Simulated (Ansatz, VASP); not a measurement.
**Two plane-wave programs on HfC**

File INCAR:

```
SYSTEM = HfC
PREC = Accurate
ENCUT = 600
EDIFF = 1E-6
ISMEAR = -1
SIGMA = 0.08
LREAL = .False.
LASPH = .True.
NELM = 80
ALGO = Normal
ISIF = 3
LWAVE = .False.
LCHARG = .False.
GGA = PE
IBRION = 2
NSW = 60
EDIFFG = -0.005
```

The input KPOINTS:

```
regular mesh
0
Gamma
  14 14 14
  0 0 0
```

POSCAR

```
HfC
1.0
    2.9718440398      0.0000000000      0.0000000000
    0.0000000000      2.9718440398      0.0000000000
    0.0000000000      0.0000000000      2.9718440398
Hf C
1 1
Direct
    0.0000000000      0.0000000000      0.0000000000
    0.5000000000      0.5000000000      0.5000000000
```

Input for Ansatz:

```yaml
crystal:
  lattice:
    - [2.9718440398, 0.0, 0.0]
    - [0.0, 2.9718440398, 0.0]
    - [0.0, 0.0, 2.9718440398]
  atoms:
    - { symbol: Hf, position: [0.0, 0.0, 0.0] }
    - { symbol: C, position: [0.5, 0.5, 0.5] }
kpoints:
  mp_grid: { grid: [14, 14, 14] }
scf:
  occupations: { method: fermi_dirac, width: 0.08 }
hamiltonian:
  xc: pbe
  pseudopotentials: { kind: paw }
output:
  forces: true
  stress: true
relax:
  f_tol: 0.005
  max_steps: 40
  cell: {}
```

Alike in both runs: task relaxation of cell and atoms; functional PBE; k mesh 14 × 14 × 14; occupations fermi-dirac, width 0.08 eV; no spin polarisation.

|  | VASP | Ansatz |
| --- | --- | --- |
| version | VASP 6.6.1 | Ansatz 0.2.0 |
| potentials or method | VASP PAW PBE potentials, release 64 (Hf_pv, C) | PAW with Ansatz's default frozen-core files, scalar-relativistic |
| plane-wave cutoff (eV) | 600 | 420 |
| valence electrons in the cell | 14 | 30 |

Ansatz gave:

```
relaxed volume (Å³/atom)                                     : 12.21
relaxed cell length with the largest relative difference (Å) : 2.901
```

Problem. What did VASP give for the same quantities?

Solution. Relaxed volume (Å³/atom): 12.12; relaxed cell length with the largest relative difference (Å): 2.894.

VASP's potentials hold 14 valence electrons a cell and Ansatz's 30, so a difference there can come from the potentials and not from the codes.

Neither program's run includes spin-orbit coupling.
